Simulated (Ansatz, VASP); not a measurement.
# Two plane-wave programs on CdS

INCAR

```
PREC = Accurate
ENCUT = 520
EDIFF = 1E-6
ISMEAR = -1
SIGMA = 0.05
LREAL = F
LASPH = T
NELM = 60
ALGO = Normal
ISIF = 2
LWAVE = F
LCHARG = F
GGA = PE
NBANDS = 16
```

Contents of KPOINTS:

```
regular mesh
0
Gamma
  13 13 13
```

Contents of POSCAR:

```
CdS
1.0
    0.0000000000      2.7507702294      2.7507702294
    2.7507702294      0.0000000000      2.7507702294
    2.7507702294      2.7507702294      0.0000000000
Cd S
1 1
Direct
    0.0000000000      0.0000000000      0.0000000000
    0.2500000000      0.2500000000      0.2500000000
```

Input for Ansatz:

```yaml
crystal:
  lattice:
    - [0.0, 2.7507702294, 2.7507702294]
    - [2.7507702294, 0.0, 2.7507702294]
    - [2.7507702294, 2.7507702294, 0.0]
  atoms:
    - { symbol: Cd, position: [0.0, 0.0, 0.0] }
    - { symbol: S, position: [0.25, 0.25, 0.25] }
kpoints:
  mp_grid: { grid: [13, 13, 13] }
  band_path:
    path:
      - [0.0, 0.0, 0.0]
      - [-0.5, -0.5, 0.0]
      - [-0.375, -0.375, 0.25]
      - [-0.375, 0.0, 0.375]
      - [0.0, 0.0, 0.0]
      - [0.0, 0.0, 0.5]
      - [-0.5, -0.25, 0.25]
      - [-0.5, -0.5, 0.0]
    npoints: 8
scf:
  occupations: { method: fermi_dirac, width: 0.05 }
hamiltonian:
  xc: pbe
  pseudopotentials: { kind: paw }
output:
  forces: true
  stress: true
  eigenvalues: true
  populations: true
  dos: { projected: true, de: 0.2, e_range: [-14, 8] }
```

Change from the starting cell: volume scaled by 0.8, PAW files.

Alike in both runs: task single point; functional PBE; k mesh 13 × 13 × 13; occupations fermi-dirac, width 0.05 eV; no spin polarisation.

|  | VASP | Ansatz |
| --- | --- | --- |
| version | VASP 6.6.1 | Ansatz 0.2.0 |
| potentials or method | VASP PAW PBE potentials, release 64 (Cd, S) | PAW with Ansatz's default frozen-core files, scalar-relativistic |
| plane-wave cutoff (eV) | 520 | 420 |
| valence electrons in the cell | 18 | 26 |

|  | VASP | Ansatz | Ansatz less VASP |
| --- | --- | --- | --- |
| pressure (GPa) | 20.6 | 19.9 | -0.76 |

With one functional, cell and mesh, what is left measures potentials, basis and numerics. VASP's potentials hold 18 valence electrons a cell and Ansatz's 26, so a difference there can come from the potentials and not from the codes.
